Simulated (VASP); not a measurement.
# SnO2 (P4_2/mnm) in VASP: further runs

SnO2 is run at these levels: PBE; tasks: single point.

Everything below comes from runs of VASP 6.6.1. Logs are shortened: lines on timing, memory, paths and dates and some standing lists are left out, and cuts for length are marked.

**1. The cell of the first run**

Symmetry: P4_2/mnm, No. 136, tetragonal system. The conventional cell has a = 4.737 Å, b = 4.737 Å, c = 3.091 Å, α = 90.00°, β = 90.00°, γ = 90.00°. Within 2.7 Å of Sn (site symmetry mmm) lie 6 O at 2.02 to 2.05 Å. Within 2.7 Å of O (site symmetry m2m) lie 3 Sn at 2.02 to 2.05 Å and 1 O at 2.60 Å.

**2. Single point, PBE (zz strain of -3 %)**

INCAR reads:

```
SYSTEM = SnO2
ALGO = Normal
EDIFF = 1E-6
ENCUT = 520
GGA = PE
ISIF = 2
ISMEAR = -1
LASPH = .TRUE.
LCHARG = .FALSE.
LREAL = .FALSE.
LWAVE = .FALSE.
NBANDS = 35
NELM = 80
PREC = Accurate
SIGMA = 0.03
```

KPOINTS reads:

```
k-points
0
G
  4 4 6
  0 0 0
```

POSCAR reads:

```
SnO2
1.0
    4.7373500000      0.0000000000      0.0000000000
    0.0000000000      4.7373500000      0.0000000000
    0.0000000000      0.0000000000      3.0908080000
Sn O
2 4
Direct
    0.0000000000      0.0000000000      0.0000000000
    0.5000000000      0.5000000000      0.5000000000
    0.3056200000      0.3056200000      0.0000000000
    0.1943800000      0.8056200000      0.5000000000
    0.6943800000      0.6943800000      0.0000000000
    0.8056200000      0.1943800000      0.5000000000
```

Potentials or basis: VASP PAW PBE potentials, release 64 (Sn_d, O).

On the command line:

```console
> cat potpaw_PBE.64/Sn_d/POTCAR potpaw_PBE.64/O/POTCAR > POTCAR
> mpirun -np 1 vasp_std > vasp.out
```

OUTCAR:

```text
SYSTEM = SnO2
   EDIFF = 1E-6
   ENCUT = 520
   GGA = PE
   ISIF = 2
   ISMEAR = -1
   LASPH = .TRUE.
   LREAL = .FALSE.
   NELM = 80
   PREC = Accurate

 ion  position               nearest neighbor table
   1  0.000  0.000  0.000-   4 2.02   6 2.02   4 2.02   6 2.02   5 2.05   3 2.05   2 3.69   2 3.69
                             2 3.69   2 3.69   2 3.69   2 3.69   2 3.69   2 3.69
   2  0.500  0.500  0.500-   3 2.02   5 2.02   3 2.02   5 2.02   4 2.05   6 2.05   1 3.69   1 3.69
                             1 3.69   1 3.69   1 3.69   1 3.69   1 3.69   1 3.69
   3  0.306  0.306  0.000-   2 2.02   2 2.02   1 2.05
   4  0.194  0.806  0.500-   1 2.02   1 2.02   2 2.05
   5  0.694  0.694  0.000-   2 2.02   2 2.02   1 2.05
   6  0.806  0.194  0.500-   1 2.02   1 2.02   2 2.05

  LATTYP: Found a simple tetragonal cell.
 ALAT       =     4.7373500000
 C/A-ratio  =     0.6524339557

  Lattice vectors:

 A1 = (   4.7373500000,   0.0000000000,   0.0000000000)
 A2 = (   0.0000000000,   4.7373500000,   0.0000000000)
 A3 = (   0.0000000000,   0.0000000000,   3.0908080000)

Analysis of symmetry for initial positions (statically):
=====================================================================
 Subroutine PRICEL returns:
 Original cell was already a primitive cell.

 Routine SETGRP: Setting up the symmetry group for a
 simple tetragonal supercell.

 Subroutine GETGRP returns: Found 16 space group operations
 (whereof  8 operations were pure point group operations)
 out of a pool of 16 trial point group operations.

The static configuration has the point symmetry D_2h.
 The point group associated with its full space group is D_4h.

Analysis of symmetry for dynamics (positions and initial velocities):
=====================================================================
 Subroutine PRICEL returns:
 Original cell was already a primitive cell.

 Routine SETGRP: Setting up the symmetry group for a
 simple tetragonal supercell.

 Subroutine GETGRP returns: Found 16 space group operations
 (whereof  8 operations were pure point group operations)
 out of a pool of 16 trial point group operations.

The dynamic configuration has the point symmetry D_2h.
 The point group associated with its full space group is D_4h.

 Subroutine INISYM returns: Found 16 space group operations
 (whereof  8 operations are pure point group operations),
 and found     1 'primitive' translations

----------------------------------------------------------------------------------------

                                     Primitive cell

  volume of cell :      69.3654

  direct lattice vectors                    reciprocal lattice vectors
     4.737350000  0.000000000  0.000000000     0.211088478  0.000000000  0.000000000
     0.000000000  4.737350000  0.000000000     0.000000000  0.211088478  0.000000000
     0.000000000  0.000000000  3.090808000     0.000000000  0.000000000  0.323539993

  length of vectors
     4.737350000  4.737350000  3.090808000     0.211088478  0.211088478  0.323539993

  position of ions in fractional coordinates (direct lattice)
     0.000000000  0.000000000  0.000000000
     0.500000000  0.500000000  0.500000000
     0.305620000  0.305620000  0.000000000
     0.194380000  0.805620000  0.500000000
     0.694380000  0.694380000  0.000000000
     0.805620000  0.194380000  0.500000000

  ion indices of the primitive-cell ions
   primitive index   ion index
                 1           1
                 2           2
                 3           3
                 4           4
                 5           5
                 6           6

----------------------------------------------------------------------------------------

 KPOINTS: k-points

Automatic generation of k-mesh.
 Grid dimensions read from file:
 generate k-points for:    4    4    6

 Generating k-lattice:

  Cartesian coordinates                     Fractional coordinates (reciprocal lattice)
     0.052772119  0.000000000  0.000000000     0.250000000  0.000000000  0.000000000
     0.000000000  0.052772119  0.000000000     0.000000000  0.250000000  0.000000000
     0.000000000  0.000000000  0.053923332     0.000000000  0.000000000  0.166666667

  Length of vectors
     0.052772119  0.052772119  0.053923332

  Shift w.r.t. Gamma in fractional coordinates (k-lattice)
     0.000000000  0.000000000  0.000000000

 Subroutine IBZKPT returns following result:
 ===========================================

 Found     24 irreducible k-points:

 Following reciprocal coordinates:
            Coordinates               Weight
  0.000000  0.000000  0.000000      1.000000
  0.250000  0.000000  0.000000      4.000000
  0.500000  0.000000  0.000000      2.000000
  0.250000  0.250000  0.000000      4.000000
  0.500000  0.250000  0.000000      4.000000
  0.500000  0.500000  0.000000      1.000000
[... 16 lines left out ...]
  0.500000  0.250000  0.500000      4.000000
  0.500000  0.500000  0.500000      1.000000
   k-points           NKPTS =     24   k-points in BZ     NKDIM =     24   number of bands    NBANDS=     35
   number of dos      NEDOS =    301   number of ions     NIONS =      6
   total plane-waves  NPLWV =  31104
   dimension x,y,z NGX =    36 NGY =   36 NGZ =   24
   dimension x,y,z NGXF=    72 NGYF=   72 NGZF=   48
   ions per type =               2   4
   NGX,Y,Z   is equivalent  to a cutoff of  12.63, 12.63, 12.91 a.u.
   NGXF,Y,Z  is equivalent  to a cutoff of  25.27, 25.27, 25.82 a.u.
 SYSTEM =  SnO2
   PREC   = accura    normal or accurate (medium, high low for compatibility)
   ISTART =      0    job   : 0-new  1-cont  2-samecut
   ICHARG =      2    charge: 1-file 2-atom 10-const
   ISPIN  =      1    spin polarized calculation?
   LNONCOLLINEAR =      F non collinear calculations
   LSORBIT =      F    spin-orbit coupling
   LASPH  =      T    aspherical Exc in radial PAW
   ENCUT  =  520.0 eV  38.22 Ry    6.18 a.u.   8.81  8.81  5.75*2*pi/ulx,y,z
   NELM   =     80;   NELMIN=  2; NELMDL= -5     # of ELM steps
   EDIFF  = 0.1E-05   stopping-criterion for ELM
   LREAL  =      F    real-space projection
   EDIFFG = 0.1E-04   stopping-criterion for IOM
   NSW    =      0    number of steps for IOM
   IBRION =     -1    ionic relax: 0-MD 1-quasi-New 2-CG
   NFREE  =      0    steps in history (QN), initial steepest desc. (CG)
   ISIF   =      2    stress and relaxation
   ISYM   =      2    0-nonsym 1-usesym 2-fastsym
   POTIM  = 0.5000    time-step for ionic-motion
   TEBEG  =    0.0;   TEEND  =   0.0 temperature during run
   PSTRESS=    0.0 pullay stress
   NELECT =      52.0000    total number of electrons
   NUPDOWN=      -1.0000    fix difference up-down
   EMIN   =  10.00;   EMAX   =-10.00  energy-range for DOS
   EFERMI =   0.00;   METHOD = LEGACY
   ISMEAR =    -1;   SIGMA  =   0.03  broadening in eV -4-tet -1-fermi 0-gaus
   EFERMI_NEDOS =   21; number of points for ismear=-14 and -15
   IALGO  =     38    algorithm
   IMIX   =      4    mixing-type and parameters
     AMIX     =   0.40;   BMIX     =  1.00
     AMIX_MAG =   1.60;   BMIX_MAG =  1.00
  volume/ion in A,a.u.               =      11.56        78.02
  Fermi-wavevector in a.u.,A,eV,Ry     =   1.487173  2.810350 30.091799  2.211685
  Thomas-Fermi vector in A             =   2.600367
   LORBIT       =      0    0 simple, 1 ext, 2 COOP (PROOUT), +10 PAW based schemes
   GGA     = PE    functional components
[... 5 lines left out ...]
 non-spin polarized calculation
  energy-cutoff  :      520.00
  volume of cell :       69.37
 maximum number of plane-waves:      1884
 NGX is ok and might be reduce to    36
   NGX = 17   NGY = 17   NGZ = 11

 number of electron      51.9999983 magnetization

 Free energy of the ion-electron system (eV)
  ---------------------------------------------------
  ext. energy  EPLUGINS =         0.00000000
  ---------------------------------------------------
  free energy    TOTEN  =       -36.87950741 eV

  energy without entropy =      -36.87950741  energy(sigma->0) =      -36.87950741

 E-fermi :   7.1863     XC(G=0): -11.4098

 val. band max:        6.5035099478   @ k =   0.0000   0.0000   0.0000
 cond. band min:       8.2067523681   @ k =   0.0000   0.0000   0.0000
 fundamental gap:      1.7032424203
 Fermi energy:         7.1863149404

 k-point     1 :       0.0000    0.0000    0.0000
  band No.  band energies     occupation
      1     -14.6989      2.00000
      2     -13.9050      2.00000
      3     -13.4843      2.00000
      4     -13.4542      2.00000
      5     -13.4542      2.00000
      6     -13.3378      2.00000
[... 27 lines left out ...]
     34      18.8347      0.00000
     35      19.3035      0.00000

 k-point     2 :       0.2500    0.0000    0.0000
  band No.  band energies     occupation
      1     -14.5998      2.00000
      2     -14.0174      2.00000
      3     -13.4832      2.00000
      4     -13.4502      2.00000
      5     -13.4501      2.00000
      6     -13.4249      2.00000
[... 27 lines left out ...]
     34      18.7723      0.00000
     35      19.2653      0.00000

 k-point     3 :       0.5000    0.0000    0.0000
  band No.  band energies     occupation
      1     -14.3289      2.00000
      2     -14.3289      2.00000
      3     -13.4761      2.00000
      4     -13.4761      2.00000
      5     -13.4460      2.00000
      6     -13.4460      2.00000
[... 27 lines left out ...]
     34      19.0619      0.00000
     35      19.8349      0.00000
[... 723 lines left out ...]
 k-point    23 :       0.5000    0.2500    0.5000
  band No.  band energies     occupation
      1     -14.5786      2.00000
      2     -14.5786      2.00000
      3     -13.6434      2.00000
      4     -13.6434      2.00000
      5     -13.3353      2.00000
      6     -13.3353      2.00000
[... 27 lines left out ...]
     34      18.3284      0.00000
     35      19.4985      0.00000

 k-point    24 :       0.5000    0.5000    0.5000
  band No.  band energies     occupation
      1     -14.4856      2.00000
      2     -14.4856      2.00000
      3     -13.8228      2.00000
      4     -13.8228      2.00000
      5     -13.3326      2.00000
      6     -13.3326      2.00000
[... 27 lines left out ...]
     34      18.1247      0.00000
     35      19.6779      0.00000

------------------------ aborting loop because EDIFF is reached ----------------------------------------

  FORCE on cell =-STRESS in cart. coord.  units (eV):
  Direction    XX          YY          ZZ          XY          YZ          ZX
  --------------------------------------------------------------------------------------
  -------------------------------------------------------------------------------------
  Total        7.0979688      7.0979688     12.6671513     -0.0000000      0.0000000      0.0000000
  in kB      163.9463286    163.9463286    292.5813012     -0.0000000      0.0000000      0.0000000
  external PRESSURE =     206.8246528 kB  Pullay stress =       0.0000000 kB

 VOLUME and BASIS-vectors are now :
 -----------------------------------------------------------------------------
  energy-cutoff  :      520.00
  volume of cell :       69.37
      direct lattice vectors                 reciprocal lattice vectors
     4.737350000  0.000000000  0.000000000     0.211088478  0.000000000  0.000000000
     0.000000000  4.737350000  0.000000000     0.000000000  0.211088478  0.000000000
     0.000000000  0.000000000  3.090808000     0.000000000  0.000000000  0.323539993

 POSITION                                       TOTAL-FORCE (eV/Angst)
 -----------------------------------------------------------------------------------
      0.00000      0.00000      0.00000         0.000000     -0.000000      0.000000
      2.36868      2.36868      1.54540         0.000000     -0.000000      0.000000
      1.44783      1.44783      0.00000        -0.260131     -0.260131      0.000000
      0.92085      3.81650      1.54540         0.260131     -0.260131      0.000000
      3.28952      3.28952      0.00000         0.260131      0.260131     -0.000000
      3.81650      0.92085      1.54540        -0.260131      0.260131     -0.000000
 -----------------------------------------------------------------------------------
    total drift:                                0.000000      0.000000      0.000000

  FREE ENERGIE OF THE ION-ELECTRON SYSTEM (eV)
  ---------------------------------------------------
  free  energy   TOTEN  =       -36.8795074078 eV

  energy  without entropy=      -36.8795074078  energy(sigma->0) =      -36.87950741
```

It used 44 s of CPU time on 1 thread of Intel(R) Xeon(R) Platinum 8488C (Sapphire Rapids) (shared host).

Results:

- Free energy: -36.8795 eV
- Pressure: 20.7 GPa
- Largest force: 0.368 eV/Å
- Band gap on the k mesh: 1.70 eV

Forces on the atoms (eV/Å):
```
Sn   0.000  0.000  0.000
Sn   0.000  0.000  0.000
O   -0.260 -0.260  0.000
O    0.260 -0.260  0.000
O    0.260  0.260  0.000
O   -0.260  0.260  0.000
```

Stress tensor (GPa, compression positive):
```
16.39  0.00  0.00
 0.00 16.39  0.00
 0.00  0.00 29.26
```

Caveat: the cell differs from its parent crystal (zz strain of -3 %); the cell stands under pressure; spin-orbit coupling is left out, which moves the levels of the heavy elements.

**3. Single point, PBE (zz strain of -1 %)**

INCAR reads:

```
SYSTEM = SnO2
PREC     = Accurate       ! precision mode
ENCUT    = 520            ! plane-wave cutoff, eV
EDIFF    = 1E-6           ! SCF threshold, eV
ISMEAR   = -1             ! smearing method
SIGMA    = 0.03           ! smearing width, eV
LREAL    = .FALSE.        ! projectors in reciprocal space
LASPH    = .TRUE.         ! aspherical terms in the spheres
NELM     = 60             ! most SCF steps
ALGO     = Normal         ! electronic algorithm
ISIF     = 2              ! what is computed and relaxed
LWAVE    = .FALSE.        ! write WAVECAR
LCHARG   = .FALSE.        ! write CHGCAR
GGA      = PE             ! functional
NBANDS   = 35             ! bands
```

KPOINTS reads:

```
Automatic mesh
0
G
  4 4 6
  0 0 0
```

POSCAR: that of step 2 with these lines changed.

```diff
@@ -4,3 +4,3 @@
     0.0000000000      4.7373500000      0.0000000000
-    0.0000000000      0.0000000000      3.0908080000
+    0.0000000000      0.0000000000      3.1545360000
 Sn O
```

Potentials or basis: VASP PAW PBE potentials, release 64 (Sn_d, O).

On the command line:

```console
> cat potpaw_PBE.64/Sn_d/POTCAR potpaw_PBE.64/O/POTCAR > POTCAR
> mpirun -np 1 vasp_std > vasp.out
```

It used 40 s of CPU time on 1 thread of Intel(R) Xeon(R) Platinum 8488C (Sapphire Rapids) (shared host).

It converged, with:

```yaml
Free_energy: -37.0925 eV
Pressure: 14.3 GPa
Largest_force: 0.143 eV/Å
Band_gap_on_the_k_mesh: 1.39 eV
```

Forces in eV/Å, atoms in the order of the input:
```
Sn   0.000  0.000  0.000
Sn   0.000  0.000  0.000
O   -0.101 -0.101  0.000
O    0.101 -0.101  0.000
O    0.101  0.101  0.000
O   -0.101  0.101  0.000
```

Stress tensor (GPa, compression positive):
```
12.42  0.00  0.00
 0.00 12.42  0.00
 0.00  0.00 18.18
```

Levels at points of the mesh, in eV from the valence-band top:
```
           k point  band 24  band 25  band 26  band 27  band 28  band 29
(0.00, 0.00, 0.00)    -0.81    -0.81     0.00     1.39     6.39     6.46
(0.50, 0.00, 0.00)    -1.17    -0.65    -0.65     4.56     4.56     7.25
(0.50, 0.50, 0.00)    -1.29    -0.94    -0.94     5.02     5.02     7.66
(0.00, 0.00, 0.50)    -1.69    -1.28    -1.28     6.33     6.33     9.80
(0.50, 0.00, 0.50)    -1.13    -0.72    -0.72     6.60     6.60     8.10
(0.50, 0.50, 0.50)    -0.98    -0.87    -0.87     4.93     4.93     8.97
```

Caveat: the cell differs from its parent crystal (zz strain of -1 %); the cell stands under pressure; spin-orbit coupling is left out, which moves the levels of the heavy elements.

**4. Single point, PBE (zz strain of +2 %)**

INCAR reads:

```
SYSTEM = SnO2
PREC = Accurate
ENCUT = 520
EDIFF = 1E-6
ISMEAR = -1
SIGMA = 0.03
LREAL = .False.
LASPH = .True.
NELM = 100
ALGO = Normal
ISIF = 2
LWAVE = .False.
LCHARG = .False.
GGA = PE
NBANDS = 35
```

KPOINTS reads:

```
Automatic mesh
0
Gamma
  4 4 6
  0 0 0
```

POSCAR: that of step 3 with these lines changed.

```diff
@@ -4,3 +4,3 @@
     0.0000000000      4.7373500000      0.0000000000
-    0.0000000000      0.0000000000      3.1545360000
+    0.0000000000      0.0000000000      3.2501280000
 Sn O
```

On the command line:

```console
> cat potpaw_PBE.64/Sn_d/POTCAR potpaw_PBE.64/O/POTCAR > POTCAR
> mpirun -np 1 vasp_std > vasp.out
```

It used 42 s of CPU time on 1 thread of Intel(R) Xeon(R) Platinum 8488C (Sapphire Rapids), on a shared host.

It converged, with:

| Property | Result |
| --- | --- |
| Free energy | -37.2436 eV |
| Pressure | 6.4 GPa |
| Largest force | 0.094 eV/Å |
| Band gap on the k mesh | 0.95 eV |

Forces on the atoms (eV/Å):
```
Sn   0.000  0.000  0.000
Sn   0.000  0.000  0.000
O    0.066  0.066  0.000
O   -0.066  0.066  0.000
O   -0.066 -0.066  0.000
O    0.066 -0.066  0.000
```

Stress tensor (GPa, compression positive):
```
7.33 0.00 0.00
0.00 7.33 0.00
0.00 0.00 4.42
```

Levels at points of the mesh, in eV from the valence-band top:
| k point | band 23 | band 24 | band 25 | band 26 | band 27 | band 28 | band 29 | band 30 |
| --- | --- | --- | --- | --- | --- | --- | --- | --- |
| (0.00, 0.00, 0.00) | -1.29 | -0.74 | -0.74 | 0.00 | 0.95 | 5.84 | 6.08 | 6.08 |
| (0.50, 0.00, 0.00) | -1.24 | -1.24 | -0.60 | -0.60 | 4.21 | 4.21 | 6.86 | 6.86 |
| (0.50, 0.50, 0.00) | -1.37 | -1.37 | -0.84 | -0.84 | 4.59 | 4.59 | 7.30 | 7.30 |
| (0.00, 0.00, 0.50) | -1.62 | -1.62 | -1.22 | -1.22 | 5.92 | 5.92 | 9.66 | 9.66 |
| (0.50, 0.00, 0.50) | -1.05 | -1.05 | -0.68 | -0.68 | 6.22 | 6.22 | 7.99 | 7.99 |
| (0.50, 0.50, 0.50) | -0.91 | -0.91 | -0.78 | -0.78 | 4.64 | 4.64 | 8.84 | 8.84 |

Caveat: the cell differs from its parent crystal (zz strain of +2 %); the cell stands under pressure; spin-orbit coupling is left out, which moves the levels of the heavy elements.

**5. Summary**

| cell | gap on the mesh (eV) | pressure (GPa) | largest force (eV/Å) |
| --- | --- | --- | --- |
| a = 4.737, b = 4.737, c = 3.091 Å, 6 atoms | 1.70 | 20.7 | 0.37 |
| a = 4.737, b = 4.737, c = 3.155 Å, 6 atoms | 1.39 | 14.3 | 0.14 |
| a = 4.737, b = 4.737, c = 3.250 Å, 6 atoms | 0.95 | 6.4 | 0.09 |

Alike in all rows: task single point; level PBE; potentials or basis VASP PAW PBE potentials, release 64 (Sn_d, O); no spin polarisation; k mesh 4 × 4 × 6; cutoff (eV) 520; smearing fermi-dirac 0.03 eV.

Caveats: the cell stands under pressure; spin-orbit coupling is left out, which moves the levels of the heavy elements.

Absolute energies hang on the potentials; compare differences alone.
